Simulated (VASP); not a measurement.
# Sc (Fm-3m) in VASP: single point with PBE

Aim: the single point of Sc with PBE.

Everything below comes from runs of VASP 6.6.1. Logs are shortened: lines on timing, memory, paths and dates and some standing lists are left out, and cuts for length are marked.

## Step 1: The cell of the first run

Symmetry: Fm-3m, No. 225, cubic system. The conventional cell has a = 4.520 Å, b = 4.520 Å, c = 4.520 Å, α = 90.00°, β = 90.00°, γ = 90.00°. Within 4.2 Å of Sc (site symmetry m-3m) lie 12 Sc at 3.20 Å.

## Step 2: Single point, PBE

Contents of INCAR:

```
SYSTEM = Sc
PREC = Accurate ; ENCUT = 520
EDIFF = 1E-7 ; ISMEAR = -1
SIGMA = 0.05 ; LREAL = .False.
LASPH = .True. ; NELM = 100
ALGO = Normal ; ISIF = 2
LWAVE = .False. ; LCHARG = .False.
GGA = PE ; NBANDS = 12
```

Contents of KPOINTS:

```
Automatic mesh
0
Gamma
  9 9 9
  0 0 0
```

Contents of POSCAR:

```
Sc
1.0
    0.0000000000      2.2600000000      2.2600000000
    2.2600000000      0.0000000000      2.2600000000
    2.2600000000      2.2600000000      0.0000000000
Sc
1
Direct
    0.0000000000      0.0000000000      0.0000000000
```

Potentials or basis: VASP PAW PBE potentials, release 64 (Sc_sv).

Run with:

```sh
$ cat potpaw_PBE.64/Sc_sv/POTCAR > POTCAR
$ mpirun -np 1 vasp_std > vasp.out
```

OUTCAR:

```text
SYSTEM = Sc
   PREC = Accurate
   ENCUT = 520
   EDIFF = 1E-7
   ISMEAR = -1
   LREAL = .False.
   LASPH = .True.
   NELM = 100
   ISIF = 2
   GGA = PE

 ion  position               nearest neighbor table
   1  0.000  0.000  0.000-

  LATTYP: Found a face centered cubic cell.
 ALAT       =     4.5200000000

  Lattice vectors:

 A1 = (   0.0000000000,   2.2600000000,   2.2600000000)
 A2 = (   2.2600000000,   0.0000000000,   2.2600000000)
 A3 = (   2.2600000000,   2.2600000000,   0.0000000000)

Analysis of symmetry for initial positions (statically):
=====================================================================
 Subroutine PRICEL returns:
 Original cell was already a primitive cell.

 Routine SETGRP: Setting up the symmetry group for a
 face centered cubic supercell.

 Subroutine GETGRP returns: Found 48 space group operations
[... 9 lines left out ...]

 Routine SETGRP: Setting up the symmetry group for a
 face centered cubic supercell.

 Subroutine GETGRP returns: Found 48 space group operations
[... 11 lines left out ...]
                                     Primitive cell

  volume of cell :      23.0864

  direct lattice vectors                    reciprocal lattice vectors
     0.000000000  2.260000000  2.260000000    -0.221238938  0.221238938  0.221238938
     2.260000000  0.000000000  2.260000000     0.221238938 -0.221238938  0.221238938
     2.260000000  2.260000000  0.000000000     0.221238938  0.221238938 -0.221238938

  length of vectors
     3.196122651  3.196122651  3.196122651     0.383197081  0.383197081  0.383197081

  position of ions in fractional coordinates (direct lattice)
     0.000000000  0.000000000  0.000000000

  ion indices of the primitive-cell ions
   primitive index   ion index
                 1           1

----------------------------------------------------------------------------------------

 KPOINTS: Automatic mesh

Automatic generation of k-mesh.
 Grid dimensions read from file:
 generate k-points for:    9    9    9

 Generating k-lattice:

  Cartesian coordinates                     Fractional coordinates (reciprocal lattice)
    -0.024582104  0.024582104  0.024582104     0.111111111  0.000000000  0.000000000
     0.024582104 -0.024582104  0.024582104     0.000000000  0.111111111  0.000000000
     0.024582104  0.024582104 -0.024582104     0.000000000  0.000000000  0.111111111

  Length of vectors
[... 47 lines left out ...]
   ISTART =      0    job   : 0-new  1-cont  2-samecut
   ICHARG =      2    charge: 1-file 2-atom 10-const
   ISPIN  =      1    spin polarized calculation?
   LNONCOLLINEAR =      F non collinear calculations
   LSORBIT =      F    spin-orbit coupling
   LASPH  =      T    aspherical Exc in radial PAW
   ENCUT  =  520.0 eV  38.22 Ry    6.18 a.u.   5.94  5.94  5.94*2*pi/ulx,y,z
   NELM   =    100;   NELMIN=  2; NELMDL= -5     # of ELM steps
   EDIFF  = 0.1E-06   stopping-criterion for ELM
   LREAL  =      F    real-space projection
   EDIFFG = 0.1E-05   stopping-criterion for IOM
   NSW    =      0    number of steps for IOM
   IBRION =     -1    ionic relax: 0-MD 1-quasi-New 2-CG
   NFREE  =      0    steps in history (QN), initial steepest desc. (CG)
   ISIF   =      2    stress and relaxation
   ISYM   =      2    0-nonsym 1-usesym 2-fastsym
   POTIM  = 0.5000    time-step for ionic-motion
   TEBEG  =    0.0;   TEEND  =   0.0 temperature during run
   PSTRESS=    0.0 pullay stress
   NELECT =      11.0000    total number of electrons
   NUPDOWN=      -1.0000    fix difference up-down
   EMIN   =  10.00;   EMAX   =-10.00  energy-range for DOS
[... 5 lines left out ...]
     AMIX     =   0.40;   BMIX     =  1.00
     AMIX_MAG =   1.60;   BMIX_MAG =  1.00
  volume/ion in A,a.u.               =      23.09       155.79
  Fermi-wavevector in a.u.,A,eV,Ry     =   1.278657  2.416311 22.245021  1.634963
  Thomas-Fermi vector in A             =   2.411187
   LORBIT       =      0    0 simple, 1 ext, 2 COOP (PROOUT), +10 PAW based schemes
   GGA     = PE    functional components
   LHFCALC =     F    Hartree Fock is set to
   AEXX    =    0.0000 exact exchange contribution
   IVDW    =     0    specifies the selected vdW correction
   LEPSILON=     F    determine dielectric tensor
   LRPA    =     F    only Hartree local field effects (RPA)
 non-spin polarized calculation
  energy-cutoff  :      520.00
  volume of cell :       23.09
 maximum number of plane-waves:       634
   NGX = 11   NGY = 11   NGZ = 11

 number of electron      11.0000000 magnetization

 Free energy of the ion-electron system (eV)
  ---------------------------------------------------
  ext. energy  EPLUGINS =         0.00000000
  ---------------------------------------------------
  free energy    TOTEN  =        -6.19437926 eV

  energy without entropy =       -6.18286015  energy(sigma->0) =       -6.18861971

 E-fermi :   4.1629     XC(G=0): -10.1394

 val. band max:        4.0241382865   @ k =  -0.4444   0.2222   0.1111
 cond. band min:       4.1937300021   @ k =  -0.3333   0.4444   0.2222
 fundamental gap:      0.1695917156
 Fermi energy:         4.1629108279

 k-point     1 :       0.0000    0.0000    0.0000
  band No.  band energies     occupation
      1     -45.1263      2.00000
      2     -23.5019      2.00000
      3     -23.5019      2.00000
      4     -23.5019      2.00000
      5      -1.1748      2.00000
      6       5.8066      0.00000
      7       5.8066      0.00000
      8       5.8066      0.00000
      9       7.3092      0.00000
     10       7.3092      0.00000
     11      17.0006      0.00000
     12      20.6627      0.00000
[... 331 lines left out ...]
 k-point    24 :       0.4444    0.4444    0.0000
  band No.  band energies     occupation
      1     -45.0254      2.00000
      2     -23.9489      2.00000
      3     -23.6703      2.00000
      4     -23.6703      2.00000
      5       2.4378      2.00000
      6       3.4734      2.00000
      7       6.0944      0.00000
      8       8.2478      0.00000
      9       8.3774      0.00000
     10       8.3774      0.00000
     11      13.7662      0.00000
     12      14.0554      0.00000

 [... further k-points ...]
[... 5 lines left out ...]
  --------------------------------------------------------------------------------------
  -------------------------------------------------------------------------------------
  Total        0.5395187      0.5395187      0.5395187     -0.0000000      0.0000000      0.0000000
  in kB       37.4422383     37.4422383     37.4422383     -0.0000000      0.0000000      0.0000000
  external PRESSURE =      37.4422383 kB  Pullay stress =       0.0000000 kB

 VOLUME and BASIS-vectors are now :
 -----------------------------------------------------------------------------
  energy-cutoff  :      520.00
  volume of cell :       23.09
      direct lattice vectors                 reciprocal lattice vectors
     0.000000000  2.260000000  2.260000000    -0.221238938  0.221238938  0.221238938
     2.260000000  0.000000000  2.260000000     0.221238938 -0.221238938  0.221238938
     2.260000000  2.260000000  0.000000000     0.221238938  0.221238938 -0.221238938

 POSITION                                       TOTAL-FORCE (eV/Angst)
 -----------------------------------------------------------------------------------
      0.00000      0.00000      0.00000         0.000000      0.000000      0.000000
 -----------------------------------------------------------------------------------
    total drift:                                0.000000      0.000000      0.000000

  FREE ENERGIE OF THE ION-ELECTRON SYSTEM (eV)
  ---------------------------------------------------
  free  energy   TOTEN  =        -6.1943792599 eV

  energy  without entropy=       -6.1828601510  energy(sigma->0) =       -6.18861971
```

stdout:

```text
POSCAR found type information on POSCAR Sc
 POSCAR found :  1 types and       1 ions
 scaLAPACK will be used
 LDA part: xc-table for (Slater+PW92), standard interpolation
 POSCAR, INCAR and KPOINTS ok, starting setup
 FFT: planning ... GRIDC
 FFT: planning ... GRID_SOFT
 FFT: planning ... GRID
 WAVECAR not read
 entering main loop
```

Run time: 4.5 s. Hardware: 1 thread of Intel Xeon Platinum 8488C (Sapphire Rapids), shared host; peak memory 0.14 GiB.

What came out:

```yaml
Free_energy: -6.1944 eV
Pressure: 3.7 GPa
```
